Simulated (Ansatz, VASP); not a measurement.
One calculation of Pd, two programs

```
Pd
1.0
     0.00000    1.97371    1.97371
     1.97371    0.00000    1.97371
     1.97371    1.97371    0.00000
Pd
1
Direct
  0.00000 0.00000 0.00000
```

Alike in both runs: functional PBE; k mesh 14 × 14 × 14; occupations fermi-dirac, width 0.05 eV; collinear spin.

Ansatz relaxed the structure, and its values are those at the end. VASP's run is a single point on that final structure, the one shown.

|  | VASP | Ansatz |
| --- | --- | --- |
| version | VASP 6.6.1 | Ansatz 0.2.0 |
| potentials or method | VASP PAW PBE potentials, release 64 (Pd), cutoff 520 eV | plane waves (420 eV) with PAW, scalar-relativistic |
| valence electrons in the cell | 10 | 18 |

|  | VASP | Ansatz | Ansatz less VASP |
| --- | --- | --- | --- |
| pressure (GPa) | -0.3 | 0.0 | +0.28 |
| net moment per atom (μB) | 0.40 | 0.40 | 0.000 |
| size of the moment on the site where the two differ most (μB) | 0.40 | 0.40 | +0.006 |

Site moments also hang on the region over which each program counts them. With one functional, cell and mesh, what is left measures potentials, basis and numerics. VASP's potentials hold 10 valence electrons a cell and Ansatz's 18, so a difference there can come from the potentials and not from the codes.
